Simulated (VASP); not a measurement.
Wanted: the native input for a VASP 6.6.1 run.

```yaml
Task: single point
Functional: LDA
Potentials_or_basis: VASP PAW LDA potentials, release 64 (Fe, O)
Cutoff: 520 eV
k_mesh: 11 × 11 × 11
Occupations: fermi-dirac, width 0.05 eV
Spin: collinear spin, ferromagnetic start
Starting_moments: "[3.0, 0.0] μB"
Dipole_correction: no
Further_INCAR_settings: ALGO = Normal; EDIFF = 1e-06; NBANDS = 18
```

The structure of FeO lies in POSCAR:

```
FeO
1.0
    1.4982937792      0.8650403168      2.4855247686
   -1.4982937792      0.8650403168      2.4855247686
    0.0000000000     -1.7300806335      2.4855247686
Fe O
1 1
Direct
    0.0000000000      0.0000000000      0.0000000000
    0.5000000000      0.5000000000      0.5000000000
```

The input as run:

INCAR

```
SYSTEM = FeO
ALGO = Normal
EDIFF = 1E-6
ENCUT = 520
ISIF = 2
ISMEAR = -1
ISPIN = 2
LASPH = .True.
LCHARG = .False.
LMAXMIX = 4
LORBIT = 11
LREAL = .False.
LWAVE = .False.
MAGMOM = 3 0
NBANDS = 18
NELM = 150
PREC = Accurate
SIGMA = 0.05
```

KPOINTS

```
k-points
0
Gamma
  11 11 11
  0 0 0
```

Potentials or basis: VASP PAW LDA potentials, release 64 (Fe, O).

The run is started by

```sh
$ cat potpaw_LDA.64/Fe/POTCAR potpaw_LDA.64/O/POTCAR > POTCAR
$ mpirun -np 1 vasp_std > vasp.out
```

Results of the run:

The pressure is -9.9 GPa, the net moment is 3.94 μB per cell and the site moments are Fe +3.53; O +0.31 μB. The valence electrons inside the program's atomic spheres are Fe 6.83; O 4.97.

Caveat: the cell stands under tension; a cell with one magnetic atom can't hold antiferromagnetic order, which such compounds often take.

Run time: 2.4 min on 1 thread of Intel Xeon 8259CL, on a shared host, peak memory 0.2 GiB.
